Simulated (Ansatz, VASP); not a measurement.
Li2Se in VASP and in Ansatz

```
CELL_PARAMETERS angstrom
0.00000 3.00250 3.00250
3.00250 0.00000 3.00250
3.00250 3.00250 0.00000
ATOMIC_POSITIONS crystal
Li 0.25000 0.25000 0.25000
Li 0.75000 0.75000 0.75000
Se 0.00000 0.00000 0.00000
```

Alike in both runs: task relaxation of cell and atoms; functional PBE; k mesh 8 × 8 × 8; occupations gaussian, width 0.02 eV; no spin polarisation.

```csv
,VASP,Ansatz
version,VASP 6.6.1,Ansatz 0.2.0
potentials or method,"VASP PAW PBE potentials, release 64 (Li_sv, Se), cutoff 750 eV","scalar-relativistic, plane waves, PAW"
valence electrons in the cell,12,22
```

```csv
,VASP,Ansatz,Ansatz less VASP
"gap on the k mesh at the Fermi level, each at its own relaxed structure (eV)",2.98,2.98,+0.006
relaxed volume (Å³/atom),18.05,18.05,0.000
relaxed length of the cell vector where the two differ most in proportion (Å),4.246,4.246,0.0000
```

VASP's potentials hold 12 valence electrons a cell and Ansatz's 22, so a difference there can come from the potentials and not from the codes.

Noted on VASP's run: the relaxation stopped at its first step, so nothing moved.
